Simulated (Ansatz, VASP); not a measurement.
# LaBi: VASP beside Ansatz

```
CELL_PARAMETERS angstrom
0.00000 3.14557 3.14557
3.14557 0.00000 3.14557
3.14557 3.14557 0.00000
ATOMIC_POSITIONS crystal
La 0.00000 0.00000 0.00000
Bi 0.50000 0.50000 0.50000
```

Alike in both runs: task single point; functional LDA; k mesh 6 × 6 × 6; no spin polarisation.

```csv
,VASP,Ansatz
version,VASP 6.6.1,Ansatz 0.2.0
potentials or method,"VASP PAW LDA potentials, release 64 (La, Bi_d), cutoff 520 eV","plane waves, PAW"
occupations,"methfessel-paxton of order 1, width 0.05 eV","cold, width 0.05 eV"
valence electrons in the cell,26,26
```

```csv
,VASP,Ansatz,Ansatz less VASP
pressure (GPa),6.8,6.8,-0.03
```

LDA's correlation is that of Perdew and Zunger in VASP and of Perdew and Wang (1992) in Ansatz.

Spin-orbit coupling is off throughout.
